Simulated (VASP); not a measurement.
# HgTe in VASP: a series of runs

Aim: see how the results for HgTe move with the level of theory and the settings. Levels: PBE, r2SCAN, HSE06. Tasks: single point.

Program: VASP 6.6.1. These are calculated values, not measurements. Logs are shortened: lines on timing, memory, paths and dates and some standing lists are left out, and cuts for length are marked.

### Step 1. The cell of the first run

It takes space group F-43m (No. 216, cubic). The conventional cell has a = 6.505 Å, b = 6.505 Å, c = 6.505 Å, α = 90.00°, β = 90.00°, γ = 90.00°. Hg (site symmetry -43m) has 4 Te at 2.82 Å within 3.7 Å. Within 3.7 Å of Te (site symmetry -43m) lie 4 Hg at 2.82 Å.

### Step 2. Single point, PBE (strain -1.1%)

File INCAR:

```
SYSTEM = HgTe
PREC = Accurate
ENCUT = 520
EDIFF = 1E-6
ISMEAR = -1
SIGMA = 0.02
LREAL = .False.
LASPH = .True.
NELM = 60
ALGO = Normal
ISIF = 2
LWAVE = .False.
LCHARG = .True.
GGA = PE
LELF = .True.
LVHAR = .True.
NBANDS = 16
```

File KPOINTS:

```
Automatic mesh
0
Gamma
  6 6 6
  0 0 0
```

File POSCAR:

```
HgTe
1.0
    0.0000000000      3.2523582717      3.2523582717
    3.2523582717      0.0000000000      3.2523582717
    3.2523582717      3.2523582717      0.0000000000
Hg Te
1 1
Direct
    0.0000000000      0.0000000000      0.0000000000
    0.2500000000      0.2500000000      0.2500000000
```

Potentials or basis: VASP PAW PBE potentials, release 64 (Hg, Te).

Launch:

```
$ cat potpaw_PBE.64/Hg/POTCAR potpaw_PBE.64/Te/POTCAR > POTCAR
$ mpirun -np 1 vasp_std > vasp.out
```

OUTCAR:

```text
SYSTEM = HgTe
   PREC = Accurate
   ENCUT = 520
   EDIFF = 1E-6
   ISMEAR = -1
   LREAL = .False.
   LASPH = .True.
   NELM = 60
   ISIF = 2
   GGA = PE

 ion  position               nearest neighbor table
   1  0.000  0.000  0.000-   2 2.82   2 2.82   2 2.82   2 2.82
   2  0.250  0.250  0.250-   1 2.82   1 2.82   1 2.82   1 2.82

  LATTYP: Found a face centered cubic cell.
 ALAT       =     6.5047165434

  Lattice vectors:

 A1 = (   0.0000000000,   3.2523582717,   3.2523582717)
 A2 = (   3.2523582717,   0.0000000000,   3.2523582717)
 A3 = (   3.2523582717,   3.2523582717,   0.0000000000)

Analysis of symmetry for initial positions (statically):
=====================================================================
 Subroutine PRICEL returns:
 Original cell was already a primitive cell.

 Routine SETGRP: Setting up the symmetry group for a
 face centered cubic supercell.

 Subroutine GETGRP returns: Found 24 space group operations
 (whereof 24 operations were pure point group operations)
 out of a pool of 48 trial point group operations.

The static configuration has the point symmetry T_d .

Analysis of symmetry for dynamics (positions and initial velocities):
=====================================================================
 Subroutine PRICEL returns:
 Original cell was already a primitive cell.

 Routine SETGRP: Setting up the symmetry group for a
 face centered cubic supercell.

 Subroutine GETGRP returns: Found 24 space group operations
 (whereof 24 operations were pure point group operations)
 out of a pool of 48 trial point group operations.

The dynamic configuration has the point symmetry T_d .

 Subroutine INISYM returns: Found 24 space group operations
 (whereof 24 operations are pure point group operations),
 and found     1 'primitive' translations

----------------------------------------------------------------------------------------

                                     Primitive cell

  volume of cell :      68.8058

  direct lattice vectors                    reciprocal lattice vectors
     0.000000000  3.252358272  3.252358272    -0.153734601  0.153734601  0.153734601
     3.252358272  0.000000000  3.252358272     0.153734601 -0.153734601  0.153734601
     3.252358272  3.252358272  0.000000000     0.153734601  0.153734601 -0.153734601

  length of vectors
     4.599529178  4.599529178  4.599529178     0.266276139  0.266276139  0.266276139

  position of ions in fractional coordinates (direct lattice)
     0.000000000  0.000000000  0.000000000
     0.250000000  0.250000000  0.250000000

  ion indices of the primitive-cell ions
   primitive index   ion index
                 1           1
                 2           2

----------------------------------------------------------------------------------------

 KPOINTS: Automatic mesh

Automatic generation of k-mesh.
 Grid dimensions read from file:
 generate k-points for:    6    6    6

 Generating k-lattice:

  Cartesian coordinates                     Fractional coordinates (reciprocal lattice)
    -0.025622433  0.025622433  0.025622433     0.166666667  0.000000000  0.000000000
     0.025622433 -0.025622433  0.025622433     0.000000000  0.166666667  0.000000000
     0.025622433  0.025622433 -0.025622433     0.000000000  0.000000000  0.166666667

  Length of vectors
     0.044379357  0.044379357  0.044379357

  Shift w.r.t. Gamma in fractional coordinates (k-lattice)
     0.000000000  0.000000000  0.000000000

 Subroutine IBZKPT returns following result:
 ===========================================

 Found     16 irreducible k-points:

 Following reciprocal coordinates:
            Coordinates               Weight
  0.000000  0.000000  0.000000      1.000000
  0.166667  0.000000  0.000000      8.000000
  0.333333  0.000000  0.000000      8.000000
  0.500000  0.000000  0.000000      4.000000
  0.166667  0.166667  0.000000      6.000000
  0.333333  0.166667  0.000000     24.000000
[... 8 lines left out ...]
 -0.333333  0.333333  0.166667     24.000000
 -0.333333  0.500000  0.166667     12.000000
   k-points           NKPTS =     16   k-points in BZ     NKDIM =     16   number of bands    NBANDS=     16
   number of dos      NEDOS =    301   number of ions     NIONS =      2
   total plane-waves  NPLWV =  46656
   dimension x,y,z NGX =    36 NGY =   36 NGZ =   36
   dimension x,y,z NGXF=    72 NGYF=   72 NGZF=   72
   ions per type =               1   1
   NGX,Y,Z   is equivalent  to a cutoff of  13.01, 13.01, 13.01 a.u.
   NGXF,Y,Z  is equivalent  to a cutoff of  26.02, 26.02, 26.02 a.u.
 SYSTEM =  HgTe
   PREC   = accura    normal or accurate (medium, high low for compatibility)
   ISTART =      0    job   : 0-new  1-cont  2-samecut
   ICHARG =      2    charge: 1-file 2-atom 10-const
   ISPIN  =      1    spin polarized calculation?
   LNONCOLLINEAR =      F non collinear calculations
   LSORBIT =      F    spin-orbit coupling
   LASPH  =      T    aspherical Exc in radial PAW
   ENCUT  =  520.0 eV  38.22 Ry    6.18 a.u.   8.55  8.55  8.55*2*pi/ulx,y,z
   NELM   =     60;   NELMIN=  2; NELMDL= -5     # of ELM steps
   EDIFF  = 0.1E-05   stopping-criterion for ELM
   LREAL  =      F    real-space projection
   EDIFFG = 0.1E-04   stopping-criterion for IOM
   NSW    =      0    number of steps for IOM
   IBRION =     -1    ionic relax: 0-MD 1-quasi-New 2-CG
   NFREE  =      0    steps in history (QN), initial steepest desc. (CG)
   ISIF   =      2    stress and relaxation
   ISYM   =      2    0-nonsym 1-usesym 2-fastsym
   POTIM  = 0.5000    time-step for ionic-motion
   TEBEG  =    0.0;   TEEND  =   0.0 temperature during run
   PSTRESS=    0.0 pullay stress
   NELECT =      18.0000    total number of electrons
   NUPDOWN=      -1.0000    fix difference up-down
   EMIN   =  10.00;   EMAX   =-10.00  energy-range for DOS
   EFERMI =   0.00;   METHOD = LEGACY
   ISMEAR =    -1;   SIGMA  =   0.02  broadening in eV -4-tet -1-fermi 0-gaus
   EFERMI_NEDOS =   21; number of points for ismear=-14 and -15
   IALGO  =     38    algorithm
   IMIX   =      4    mixing-type and parameters
     AMIX     =   0.40;   BMIX     =  1.00
     AMIX_MAG =   1.60;   BMIX_MAG =  1.00
  volume/ion in A,a.u.               =      34.40       232.16
  Fermi-wavevector in a.u.,A,eV,Ry     =   1.047026  1.978591 14.915557  1.096263
  Thomas-Fermi vector in A             =   2.181888
   LORBIT       =      0    0 simple, 1 ext, 2 COOP (PROOUT), +10 PAW based schemes
   GGA     = PE    functional components
   LHFCALC =     F    Hartree Fock is set to
   AEXX    =    0.0000 exact exchange contribution
   IVDW    =     0    specifies the selected vdW correction
   LEPSILON=     F    determine dielectric tensor
   LRPA    =     F    only Hartree local field effects (RPA)
 non-spin polarized calculation
  energy-cutoff  :      520.00
  volume of cell :       68.81
 maximum number of plane-waves:      1874
 NGX is ok and might be reduce to    36
   NGX = 17   NGY = 17   NGZ = 17

 number of electron      18.0000002 magnetization

 Free energy of the ion-electron system (eV)
  ---------------------------------------------------
  ext. energy  EPLUGINS =         0.00000000
  ---------------------------------------------------
  free energy    TOTEN  =        -3.59970231 eV

  energy without entropy =       -3.59934867  energy(sigma->0) =       -3.59952549

 E-fermi :   2.9177     XC(G=0):  -8.6550

 val. band max:        2.9038123235   @ k =   0.0000   0.0000   0.0000
 cond. band min:       3.6071613730   @ k =   0.5000   0.0000   0.0000
 fundamental gap:      0.7033490495
 Fermi energy:         2.9176754659

 k-point     1 :       0.0000    0.0000    0.0000
  band No.  band energies     occupation
      1      -8.9480      2.00000
      2      -4.3457      2.00000
      3      -4.3457      2.00000
      4      -4.3457      2.00000
      5      -3.8390      2.00000
      6      -3.8390      2.00000
[... 8 lines left out ...]
     15      12.4272      0.00000
     16      12.4272      0.00000

 k-point     2 :       0.1667    0.0000    0.0000
  band No.  band energies     occupation
      1      -8.8202      2.00000
      2      -4.3111      2.00000
      3      -4.3111      2.00000
      4      -4.2887      2.00000
      5      -3.8417      2.00000
      6      -3.8417      2.00000
[... 8 lines left out ...]
     15      11.4705      0.00000
     16      11.4705      0.00000

 k-point     3 :       0.3333    0.0000    0.0000
  band No.  band energies     occupation
      1      -8.5463      2.00000
      2      -4.2510      2.00000
      3      -4.2510      2.00000
      4      -4.0040      2.00000
      5      -3.8329      2.00000
      6      -3.8329      2.00000
[... 8 lines left out ...]
     15      11.7724      0.00000
     16      11.7724      0.00000

 k-point     4 :       0.5000    0.0000    0.0000
  band No.  band energies     occupation
      1      -8.3994      2.00000
      2      -4.2276      2.00000
      3      -4.2276      2.00000
      4      -3.8191      2.00000
      5      -3.8191      2.00000
      6      -3.5451      2.00000
[... 8 lines left out ...]
     15      12.9271      0.00000
     16      12.9271      0.00000
[... 172 lines left out ...]
 k-point    14 :       0.5000    0.3333    0.1667
  band No.  band energies     occupation
      1      -8.3571      2.00000
      2      -4.1811      2.00000
      3      -4.1553      2.00000
      4      -3.9805      2.00000
      5      -3.8160      2.00000
      6      -3.6937      2.00000
[... 8 lines left out ...]
     15      13.1065      0.00000
     16      13.9719      0.00000

 k-point    15 :      -0.3333    0.3333    0.1667
  band No.  band energies     occupation
      1      -8.2577      2.00000
      2      -4.1582      2.00000
      3      -4.1251      2.00000
      4      -3.8857      2.00000
      5      -3.8476      2.00000
      6      -3.3919      2.00000
[... 8 lines left out ...]
     15      13.2181      0.00000
     16      13.8618      0.00000

 k-point    16 :      -0.3333    0.5000    0.1667
  band No.  band energies     occupation
      1      -8.2083      2.00000
      2      -4.1366      2.00000
      3      -4.0734      2.00000
      4      -3.9522      2.00000
      5      -3.8220      2.00000
      6      -3.2879      2.00000
[... 8 lines left out ...]
     15      13.7240      0.00000
     16      13.9970      0.00000

------------------------ aborting loop because EDIFF is reached ----------------------------------------

  FORCE on cell =-STRESS in cart. coord.  units (eV):
  Direction    XX          YY          ZZ          XY          YZ          ZX
  --------------------------------------------------------------------------------------
  -------------------------------------------------------------------------------------
  Total        1.2171370      1.2171370      1.2171370      0.0000000      0.0000000      0.0000000
  in kB       28.3416362     28.3416362     28.3416362      0.0000000      0.0000000      0.0000000
  external PRESSURE =      28.3416362 kB  Pullay stress =       0.0000000 kB

 VOLUME and BASIS-vectors are now :
 -----------------------------------------------------------------------------
  energy-cutoff  :      520.00
  volume of cell :       68.81
      direct lattice vectors                 reciprocal lattice vectors
     0.000000000  3.252358272  3.252358272    -0.153734601  0.153734601  0.153734601
     3.252358272  0.000000000  3.252358272     0.153734601 -0.153734601  0.153734601
     3.252358272  3.252358272  0.000000000     0.153734601  0.153734601 -0.153734601

 POSITION                                       TOTAL-FORCE (eV/Angst)
 -----------------------------------------------------------------------------------
      0.00000      0.00000      0.00000        -0.000000     -0.000000     -0.000000
      1.62618      1.62618      1.62618         0.000000      0.000000      0.000000
 -----------------------------------------------------------------------------------
    total drift:                               -0.000000     -0.000000     -0.000000

  FREE ENERGIE OF THE ION-ELECTRON SYSTEM (eV)
  ---------------------------------------------------
  free  energy   TOTEN  =        -3.5997023090 eV

  energy  without entropy=       -3.5993486699  energy(sigma->0) =       -3.59952549
```

Run time: 26 s. Hardware: 1 thread of Intel Xeon Platinum 8175M at 2.50GHz (Skylake/Cascade Lake), shared host; peak memory 0.2 GiB.

Results:

- Free energy: -3.5997 eV
- Pressure: 2.8 GPa
- Band gap on the k mesh: zero (filled and empty bands touch)

Caveat: the cell differs from its parent crystal (strain -1.1%); semilocal functionals underestimate gaps, so a narrow gap can read as zero; spin-orbit coupling is left out, which moves the levels of the heavy elements.

(Part 1 of 2 ends here.)
